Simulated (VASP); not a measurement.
Runs of VASP 6.6.1 on ZnCu. The structure is that of space group Pm-3m (No. 221), or close to it. The cells are those of the table. 

| cell | gap on the mesh (eV) | pressure (GPa) |
| --- | --- | --- |
| a = 2.843 Å, 2 atoms | none | (c) |
| a = 2.869 Å, 2 atoms | none | (a) |
| a = 3.040 Å, 2 atoms | none | -16.4 |
| a = 2.895 Å, 2 atoms | none | -2.5 |
| a = 2.993 Å, 2 atoms | none | (b) |
| a = 3.017 Å, 2 atoms | none | -14.9 |
| a = 2.920 Å, 2 atoms | none | -5.8 |
| a = 2.945 Å, 2 atoms | none | -8.6 |

Alike in all rows: task single point; level LDA; potentials or basis VASP PAW LDA potentials, release 64 (Zn, Cu); no spin polarisation; k mesh 8 × 8 × 8; cutoff (eV) 520; smearing methfessel-paxton 0.15 eV.

**Question.** Estimate the missing entries.

**Answer.** (a) 1.5; (b) -13.2; (c) 6.0.

A gap of «none» marks levels without a gap at the run's occupations.
